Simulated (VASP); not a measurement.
Wanted: the native input for a VASP 6.6.1 run.

```yaml
Task: relaxation of shape and atoms at fixed volume
Functional: PBE
Potentials_or_basis: VASP PAW PBE potentials, release 64 (Co, O)
Cutoff: 600 eV
k_mesh: 20 × 20 × 20
Occupations: gaussian, width 0.1 eV
Spin: collinear spin, ferromagnetic start
Starting_moments: "[2.73, 0.35] μB"
Dipole_correction: no
Further_INCAR_settings: ALGO = Normal; EDIFF = 1e-06; IBRION = 2; EDIFFG = -0.01; NSW = 50; ISIF = 4
```

The structure of CoO lies in POSCAR:

```
CoO
1.0
   -1.4395726379      1.4395726379      2.0348562924
    1.4395726379     -1.4395726379      2.0348562924
    1.4395726379      1.4395726379     -2.0348562924
Co O
1 1
Direct
    0.0000000000      0.0000000000      0.0000000000
    0.5000000000      0.5000000000      0.0000000000
```

The input as run:

INCAR

```
ALGO     = Normal         # electronic algorithm
EDIFF    = 1E-6           # SCF threshold, eV
EDIFFG   = -0.01          # ionic threshold
ENCUT    = 600            # plane-wave cutoff, eV
GGA      = PE             # functional
IBRION   = 2              # ionic algorithm
ISIF     = 4              # what is computed and relaxed
ISMEAR   = 0              # smearing method
ISPIN    = 2              # spin polarisation
KPAR     = 4            
LASPH    = T              # aspherical terms in the spheres
LCHARG   = F              # write CHGCAR
LMAXMIX  = 4              # l up to which the mixer works
LORBIT   = 11             # projections on sites
LREAL    = F              # projectors in reciprocal space
LWAVE    = F              # write WAVECAR
MAGMOM   = 2.73 0.35      # initial moments
NELM     = 150            # most SCF steps
NSW      = 50             # ionic steps
PREC     = Accurate       # precision mode
SIGMA    = 0.1            # smearing width, eV
```

KPOINTS

```
k-points
0
Gamma
  20 20 20
```

Potentials or basis: VASP PAW PBE potentials, release 64 (Co, O).

The run is started by

```sh
$ cat potpaw_PBE.64/Co/POTCAR potpaw_PBE.64/O/POTCAR > POTCAR
$ mpirun -np 4 vasp_std > vasp.out
```

Results of the run:

```yaml
Pressure_after_relaxing: 23.6 GPa
Net_moment: 2.28 μB per cell
Site_moments: Co +2.08; O +0.17 μB
Valence_electrons_inside_the_program's_atomic_spheres: Co 8.09; O 5.03
```

Caveat: the relaxation stopped at its first step, so nothing moved; a cell with one magnetic atom can't hold antiferromagnetic order, which such compounds often take.

It took 2.5 min on 4 MPI ranks on Oxide Virtual Turin-like Processor (shared host), peak memory 0.36 GiB a rank.
